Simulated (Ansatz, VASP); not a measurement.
**GaB2As3 in VASP and in Ansatz**

```xyz
6
Lattice="3.6786 0.0000 0.0000 -1.8393 3.1857 0.0000 0.0000 0.0000 9.0106" Properties=species:S:1:pos:R:3 pbc="T T T"
Ga    0.0000    2.1238    6.0071
B     0.0000    0.0000    0.0000
B     1.8393    1.0619    3.0035
As    0.0000    0.0000    6.7580
As    0.0000    2.1238    3.7544
As    1.8393    1.0619    0.7509
```

Alike in both runs: task relaxation of cell and atoms; functional PBE; k mesh 6 × 6 × 2; occupations gaussian, width 0.1 eV; no spin polarisation.

|  | VASP | Ansatz |
| --- | --- | --- |
| version | VASP 6.6.1 | Ansatz 0.2.0 |
| potentials or method | VASP PAW PBE potentials, release 64 (Ga_d, B, As), cutoff 600 eV | scalar-relativistic, plane waves, PAW |
| valence electrons in the cell | 34 | 64 |

```csv
,VASP,Ansatz,Ansatz less VASP
"gap on the k mesh at the Fermi level, each at its own relaxed structure (eV)",0.34,0.35,+0.007
relaxed volume (Å³/atom),17.00,16.91,-0.088
relaxed length of the cell vector where the two differ most in proportion (Å),3.616,3.609,-0.0070
```

VASP's potentials hold 34 valence electrons a cell and Ansatz's 64, so a difference there can come from the potentials and not from the codes.
